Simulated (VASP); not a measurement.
Wanted: the native input for a VASP 6.6.1 run.

```
Task                   : single point
Functional             : BLYP
Potentials or basis    : VASP PAW PBE potentials, release 64 (Ni, Si)
Cutoff                 : 520 eV
k mesh                 : 5 × 8 × 5
Occupations            : fermi-dirac, width 0.05 eV
Spin                   : collinear spin, ferromagnetic start
Starting moments       : [1.0, 1.0, 1.0, 1.0, 0.0, 0.0, 0.0, 0.0] μB
Dipole correction      : no
Further INCAR settings : ALGO = Normal; EDIFF = 1e-07; NBANDS = 42
```

The structure of SiNi lies in POSCAR:

```
SiNi
1.0
    5.1731000000      0.0000000000      0.0000000000
    0.0000000000      3.3381000000      0.0000000000
    0.0000000000      0.0000000000      5.6049000000
Ni Si
4 4
Direct
    0.9922100000      0.7500000000      0.8124800000
    0.5077900000      0.2500000000      0.3124800000
    0.4922100000      0.7500000000      0.6875200000
    0.0077900000      0.2500000000      0.1875200000
    0.6787200000      0.2500000000      0.9175000000
    0.8212800000      0.7500000000      0.4175000000
    0.1787200000      0.2500000000      0.5825000000
    0.3212800000      0.7500000000      0.0825000000
```

One way to write it, as run:

INCAR

```
SYSTEM = SiNi
PREC = Accurate
ENCUT = 520
EDIFF = 1E-7
ISMEAR = -1
SIGMA = 0.05
LREAL = .False.
LASPH = .True.
NELM = 150
ALGO = Normal
ISIF = 2
LWAVE = .False.
LCHARG = .False.
ISPIN = 2
MAGMOM = 1 1 1 1 0 0 0 0
LORBIT = 11
LMAXMIX = 4
GGA = B5
ALDAX = 1.0
AGGAX = 1.0
AGGAC = 1.0
ALDAC = 0.0
NBANDS = 42
```

KPOINTS

```
Automatic mesh
0
Gamma
  5 8 5
  0 0 0
```

Potentials or basis: VASP PAW PBE potentials, release 64 (Ni, Si).

The run is started by

```console
$ cat potpaw_PBE.64/Ni/POTCAR potpaw_PBE.64/Si/POTCAR > POTCAR
$ mpirun -np 1 vasp_std > vasp.out
```

Results of the run:

```json
{
 "Pressure": "10.4 GPa",
 "Largest force": "0.147 eV/Å",
 "Band gap on the k mesh": "zero (filled and empty bands overlap)",
 "Net moment": "0.00 μB per cell",
 "Valence electrons inside the program's atomic spheres": "Ni 9.63; Si 1.64"
}
```

Caveat: the cell stands under pressure; the moments typed at the start vanished in this run; the PAW data sets were made with another functional, which shifts forces and pressure a little.

Run time: 5.9 min on 1 thread of Intel(R) Xeon(R) Platinum 8488C (Sapphire Rapids) (shared host), peak memory 0.4 GiB.
